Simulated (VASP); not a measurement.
PbSe, 2 atoms in the cell. It takes space group Pm-3m (No. 221, cubic). The conventional cell has a = 3.969 Å, b = 3.969 Å, c = 3.969 Å, α = 90.00°, β = 90.00°, γ = 90.00°. Pb (site symmetry m-3m) has 8 Se at 3.44 Å and 6 Pb at 3.97 Å within 4.5 Å. Se (site symmetry m-3m) has 8 Pb at 3.44 Å and 6 Se at 3.97 Å within 4.5 Å.  This cell differs from its parent crystal: strained.

* Program: VASP 6.6.1
* Task: single point
* Functional: PBEsol
* Potentials or basis: VASP PAW PBE potentials, release 64 (Pb_d, Se)
* Cutoff: 520 eV
* k mesh: 12 × 12 × 12
* Occupations: gaussian, width 0.1 eV
* Spin: no spin polarisation
* Dipole correction: no
* Further INCAR settings: ALGO = Normal; EDIFF = 1e-06; NBANDS = 17

Potentials or basis: VASP PAW PBE potentials, release 64 (Pb_d, Se).

Command:

```bash
$ cat potpaw_PBE.64/Pb_d/POTCAR potpaw_PBE.64/Se/POTCAR > POTCAR
$ mpirun -np 1 vasp_std > vasp.out
```

Hardware: 1 thread of Intel(R) Xeon(R) 6975P-C (Granite Rapids), on a shared host.

Q: Estimate the wall time of this run.

A: Wall time 28 s on 1 thread of Intel(R) Xeon(R) 6975P-C (Granite Rapids) (shared host), peak memory 0.23 GiB. Counts: scf iterations 13, k points 84.
